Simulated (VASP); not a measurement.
# Sn3Br in VASP: further runs, part 3 of 3

VASP 6.6.1.

## Step 6: Relaxation of cell and atoms, PBE

The input, INCAR:

```
SYSTEM = Sn3Br
  ALGO = Normal
  EDIFF = 1E-6
  EDIFFG = -0.01
  ENCUT = 600
  GGA = PE
  IBRION = 2
  ISIF = 3
  ISMEAR = 0
  LASPH = .TRUE.
  LCHARG = .FALSE.
  LREAL = .FALSE.
  LWAVE = .FALSE.
  NELM = 100
  NSW = 100
  PREC = Accurate
  SIGMA = 0.1
```

The input, KPOINTS:

```
k-points
0
G
  10 10 10
  0 0 0
```

The input, POSCAR:

```
Sn3Br
1.0
    4.7085691208      0.0000000000      0.0000000000
    0.0000000000      4.7085691208      0.0000000000
    0.0000000000      0.0000000000      4.7085691208
Sn Br
3 1
Direct
    0.0000000000      0.5000000000      0.5000000000
    0.5000000000      0.0000000000      0.5000000000
    0.5000000000      0.5000000000      0.0000000000
    0.0000000000      0.0000000000      0.0000000000
```

Potentials or basis: VASP PAW PBE potentials, release 64 (Sn_d, Br).

The run is started by

```bash
cat potpaw_PBE.64/Sn_d/POTCAR potpaw_PBE.64/Br/POTCAR > POTCAR
mpirun -np 1 vasp_std > vasp.out
```

OUTCAR:

```text
SYSTEM = Sn3Br
   EDIFF = 1E-6
   EDIFFG = -0.01
   ENCUT = 600
   GGA = PE
   IBRION = 2
   ISIF = 3
   ISMEAR = 0
   LASPH = .TRUE.
   LREAL = .FALSE.
   NELM = 100
   NSW = 100
   PREC = Accurate

 ion  position               nearest neighbor table
   1  0.000  0.500  0.500-   2 3.33   3 3.33   3 3.33   2 3.33   2 3.33   3 3.33   3 3.33   2 3.33

   2  0.500  0.000  0.500-   1 3.33   3 3.33   3 3.33   1 3.33   3 3.33   3 3.33   1 3.33   1 3.33

   3  0.500  0.500  0.000-   1 3.33   2 3.33   1 3.33   2 3.33   2 3.33   2 3.33   1 3.33   1 3.33

   4  0.000  0.000  0.000-

  LATTYP: Found a simple cubic cell.
 ALAT       =     4.7085691208

  Lattice vectors:

 A1 = (   4.7085691208,   0.0000000000,   0.0000000000)
 A2 = (   0.0000000000,   4.7085691208,   0.0000000000)
 A3 = (   0.0000000000,   0.0000000000,   4.7085691208)

Analysis of symmetry for initial positions (statically):
=====================================================================
 Subroutine PRICEL returns:
 Original cell was already a primitive cell.

 Routine SETGRP: Setting up the symmetry group for a
 simple cubic supercell.

 Subroutine GETGRP returns: Found 48 space group operations
 (whereof 48 operations were pure point group operations)
 out of a pool of 48 trial point group operations.

The static configuration has the point symmetry O_h .

Analysis of symmetry for dynamics (positions and initial velocities):
=====================================================================
 Subroutine PRICEL returns:
 Original cell was already a primitive cell.

 Routine SETGRP: Setting up the symmetry group for a
 simple cubic supercell.

 Subroutine GETGRP returns: Found 48 space group operations
 (whereof 48 operations were pure point group operations)
 out of a pool of 48 trial point group operations.

The dynamic configuration has the point symmetry O_h .

 Subroutine INISYM returns: Found 48 space group operations
 (whereof 48 operations are pure point group operations),
 and found     1 'primitive' translations

[... 101 lines left out ...]
   NSW    =    100    number of steps for IOM
   IBRION =      2    ionic relax: 0-MD 1-quasi-New 2-CG
   NFREE  =      1    steps in history (QN), initial steepest desc. (CG)
   ISIF   =      3    stress and relaxation
   ISYM   =      2    0-nonsym 1-usesym 2-fastsym
   POTIM  = 0.5000    time-step for ionic-motion
   TEBEG  =    0.0;   TEEND  =   0.0 temperature during run
   PSTRESS=    0.0 pullay stress
   NELECT =      49.0000    total number of electrons
   NUPDOWN=      -1.0000    fix difference up-down
   EMIN   =  10.00;   EMAX   =-10.00  energy-range for DOS
   EFERMI =   0.00;   METHOD = LEGACY
   ISMEAR =     0;   SIGMA  =   0.10  broadening in eV -4-tet -1-fermi 0-gaus
   EFERMI_NEDOS =   21; number of points for ismear=-14 and -15
   IALGO  =     38    algorithm
   IMIX   =      4    mixing-type and parameters
     AMIX     =   0.40;   BMIX     =  1.00
     AMIX_MAG =   1.60;   BMIX_MAG =  1.00
  volume/ion in A,a.u.               =      26.10       176.12
  Fermi-wavevector in a.u.,A,eV,Ry     =   1.272285  2.404271 22.023892  1.618710
  Thomas-Fermi vector in A             =   2.405172
   LORBIT       =      0    0 simple, 1 ext, 2 COOP (PROOUT), +10 PAW based schemes
   GGA     = PE    functional components
   LHFCALC =     F    Hartree Fock is set to
   AEXX    =    0.0000 exact exchange contribution
   IVDW    =     0    specifies the selected vdW correction
   LEPSILON=     F    determine dielectric tensor
   LRPA    =     F    only Hartree local field effects (RPA)
 conjugate gradient relaxation of ions
 non-spin polarized calculation
 Gauss-broadening in eV      SIGMA  =   0.10
  energy-cutoff  :      600.00
  volume of cell :      104.39
 maximum number of plane-waves:      3514
 NGX is ok and might be reduce to    40
   NGX = 19   NGY = 19   NGZ = 19

--------------------------------------- Ionic step        1  -------------------------------------------

 number of electron      49.0000008 magnetization

 Free energy of the ion-electron system (eV)
  ---------------------------------------------------
  ext. energy  EPLUGINS =         0.00000000
  ---------------------------------------------------
  free energy    TOTEN  =       -12.61435908 eV

  energy without entropy =      -12.59907950  energy(sigma->0) =      -12.60671929

 E-fermi :   7.6389     XC(G=0): -10.2619

 val. band max:        7.6270986848   @ k =   0.4000   0.2000   0.2000
 cond. band min:       7.6688616441   @ k =   0.5000   0.4000   0.4000
 fundamental gap:      0.0417629592
 Fermi energy:         7.6389375263

 k-point     1 :       0.0000    0.0000    0.0000
  band No.  band energies     occupation
      1     -14.2076      2.00000
      2     -14.2076      2.00000
      3     -14.2076      2.00000
      4     -14.1896      2.00000
      5     -14.1896      2.00000
      6     -14.1510      2.00000
[... 834 lines left out ...]
--------------------------------------- Ionic step        3  -------------------------------------------

 number of electron      49.0000005 magnetization

 Free energy of the ion-electron system (eV)
  ---------------------------------------------------
  ext. energy  EPLUGINS =         0.00000000
  ---------------------------------------------------
  free energy    TOTEN  =       -12.73492543 eV

  energy without entropy =      -12.72008024  energy(sigma->0) =      -12.72750284

 E-fermi :   6.6288     XC(G=0):  -9.8381

 val. band max:        6.6260445612   @ k =   0.4000   0.2000   0.2000
 cond. band min:       6.6474684701   @ k =   0.3000   0.2000   0.2000
 fundamental gap:      0.0214239089
 Fermi energy:         6.6288068062

 k-point     1 :       0.0000    0.0000    0.0000
  band No.  band energies     occupation
      1     -15.2102      2.00000
      2     -15.2102      2.00000
      3     -15.2063      2.00000
      4     -15.2063      2.00000
      5     -15.2063      2.00000
      6     -15.1507      2.00000
[... 790 lines left out ...]
  FREE ENERGIE OF THE ION-ELECTRON SYSTEM (eV)
  ---------------------------------------------------
  free  energy   TOTEN  =       -12.7349254321 eV

  energy  without entropy=      -12.7200802439  energy(sigma->0) =      -12.72750284

 reached required accuracy - stopping structural energy minimisation
```

OSZICAR:

```text
N       E                     dE             d eps       ncg     rms          rms(c)
DAV:   1     0.487402965289E+03    0.48740E+03   -0.26475E+04  3273   0.270E+03
[... 25 lines left out ...]
DAV:   1    -0.127694590879E+02   -0.35428E-01   -0.78896E-01  4001   0.112E+01    0.104E+00
DAV:   2    -0.127411331099E+02    0.28326E-01   -0.51780E-02  3991   0.286E+00    0.444E-01
DAV:   3    -0.127352675161E+02    0.58656E-02   -0.18968E-02  3991   0.163E+00    0.899E-02
DAV:   4    -0.127349962074E+02    0.27131E-03   -0.35459E-04  3440   0.151E-01    0.705E-02
DAV:   5    -0.127349272767E+02    0.68931E-04   -0.87563E-05  4203   0.530E-02    0.259E-02
DAV:   6    -0.127349250318E+02    0.22448E-05   -0.19083E-05  3607   0.533E-02    0.579E-03
DAV:   7    -0.127349262635E+02   -0.12317E-05   -0.11999E-06  1848   0.111E-02    0.254E-03
DAV:   8    -0.127349254321E+02    0.83147E-06   -0.59172E-07  1764   0.107E-02
   3 F= -.12734925E+02 E0= -.12727503E+02  d E =-.120566E+00
```

Run time: 6.1 min. Hardware: 1 thread of Oxide Virtual Turin-like, shared host; peak memory 0.33 GiB.

What came out:

```yaml
Free_energy: -12.7349 eV
Relaxed_volume: 28.57 Å³/atom
Relaxed_cell: a = 4.853 Å, b = 4.853 Å, c = 4.853 Å, α = 90.00°, β = 90.00°, γ = 90.00°
Space_group_after_relaxing_to_0.05_Å: Pm-3m (No. 221)
Energy_gained_by_relaxing: 30.1 meV/atom
Ionic_steps: 3
Pressure_after_relaxing: 0.0 GPa
```

The path:
```csv
step,energy change (eV),largest force (eV/Å),pressure (GPa),volume (Å³)
1,0.0000,0.0000,4.26,104.39
2,-0.1197,0.0000,-0.30,115.23
3,-0.1206,0.0000,0.00,114.27
```

Final structure:
```
Sn Br
1.0
     4.85257    0.00000    0.00000
     0.00000    4.85257    0.00000
     0.00000    0.00000    4.85257
Sn Br
3 1
Direct
  0.00000 0.50000 0.50000
  0.50000 0.00000 0.50000
  0.50000 0.50000 0.00000
  0.00000 0.00000 0.00000
```

Levels at points of the mesh, in eV from the Fermi level:
```tsv
k point	band 21	band 22	band 23	band 24	band 25	band 26	band 27	band 28
(0.00, 0.00, 0.00)	-4.88	-4.88	-0.94	-0.94	-0.94	2.09	2.09	2.09
(0.50, 0.00, 0.00)	-4.33	-3.23	-1.68	-1.68	-0.11	1.34	1.44	1.44
(0.50, 0.50, 0.00)	-3.27	-3.27	-2.57	-0.76	0.07	0.07	0.08	2.20
(0.50, 0.50, 0.50)	-5.61	-5.61	-4.40	0.39	0.39	0.39	5.40	5.40
```

Caveat: spin-orbit coupling is left out, which moves the levels of the heavy elements; an odd number of electrons without spin polarisation forces a metal; a magnetic or distorted state may lie lower.

## Step 7: Relaxation of cell and atoms, PBE

This run uses another cell than the first one, of 28.60 Å³/atom, 1.096 times its volume.

The input, INCAR:

```
SYSTEM = Sn3Br
ALGO = Normal
EDIFF = 1E-7
EDIFFG = -0.01
ENCUT = 600
GGA = PE
IBRION = 2
ISIF = 3
ISMEAR = 0
LASPH = .True.
LCHARG = .False.
LREAL = .False.
LWAVE = .False.
NELM = 80
NSW = 100
PREC = Accurate
SIGMA = 0.1
```

The input, KPOINTS:

```
k-points
0
Gamma
  10 10 10
  0 0 0
```

The input, POSCAR:

```
Sn3Br
1.0
    4.8544942786      0.0000000000      0.0000000000
    0.0000000000      4.8544942786      0.0000000000
    0.0000000000      0.0000000000      4.8544942786
Sn Br
3 1
Direct
    0.0000000000      0.5000000000      0.5000000000
    0.5000000000      0.0000000000      0.5000000000
    0.5000000000      0.5000000000      0.0000000000
    0.0000000000      0.0000000000      0.0000000000
```

The run is started by

```bash
cat potpaw_PBE.64/Sn_d/POTCAR potpaw_PBE.64/Br/POTCAR > POTCAR
mpirun -np 1 vasp_std > vasp.out
```

It took 4.2 min on 1 thread of Oxide Virtual Turin-like, shared host; peak memory 0.33 GiB.

The run converged. Its results:

* Free energy: -12.7364 eV
* Pressure after relaxing: 0.0 GPa

Final structure:
```
CELL_PARAMETERS angstrom
4.85449 0.00000 0.00000
0.00000 4.85449 0.00000
0.00000 0.00000 4.85449
ATOMIC_POSITIONS crystal
Sn 0.00000 0.50000 0.50000
Sn 0.50000 0.00000 0.50000
Sn 0.50000 0.50000 0.00000
Br 0.00000 0.00000 0.00000
```

Levels at points of the mesh, in eV from the Fermi level:
```csv
k point,band 21,band 22,band 23,band 24,band 25,band 26,band 27,band 28
"(0.00, 0.00, 0.00)",-4.88,-4.88,-0.94,-0.94,-0.94,2.09,2.09,2.09
"(0.50, 0.00, 0.00)",-4.32,-3.23,-1.67,-1.67,-0.11,1.34,1.44,1.44
"(0.50, 0.50, 0.00)",-3.27,-3.27,-2.56,-0.76,0.07,0.07,0.08,2.19
"(0.50, 0.50, 0.50)",-5.60,-5.60,-4.39,0.39,0.39,0.39,5.39,5.39
```

Caveat: the relaxation stopped at its first step, so nothing moved; spin-orbit coupling is left out, which moves the levels of the heavy elements; an odd number of electrons without spin polarisation forces a metal; a magnetic or distorted state may lie lower.

## Step 8: Summary

```tsv
task	cell	k mesh	cutoff (eV)	gap on the mesh (eV)	pressure (GPa)	relaxed volume (Å³/atom)
single point	a = 4.709 Å, 4 atoms	4 × 4 × 4	520	none	4.0	-
single point	a = 4.690, b = 4.690, c = 4.642 Å, 4 atoms	4 × 4 × 4	520	none	5.3	-
single point	a = 4.854 Å, 4 atoms	10 × 10 × 10	520	none	0.0	-
relaxation of cell and atoms	relaxed from a = 4.690, b = 4.690, c = 4.642 Å, 4 atoms	4 × 4 × 4	600	none	0.0	28.31
relaxation of cell and atoms	relaxed from a = 4.709 Å, 4 atoms	10 × 10 × 10	600	none	0.0	28.57
relaxation of cell and atoms	relaxed from a = 4.854 Å, 4 atoms	10 × 10 × 10	600	none	0.0	-
```

Alike in all rows: level PBE; potentials or basis VASP PAW PBE potentials, release 64 (Sn_d, Br); no spin polarisation; smearing gaussian 0.1 eV.

Caveats: spin-orbit coupling is left out, which moves the levels of the heavy elements; an odd number of electrons without spin polarisation forces a metal; a magnetic or distorted state may lie lower; the relaxation stopped at its first step, so nothing moved (some runs).

Total energies depend on the potentials used, so only differences within one code and one set of settings carry meaning.
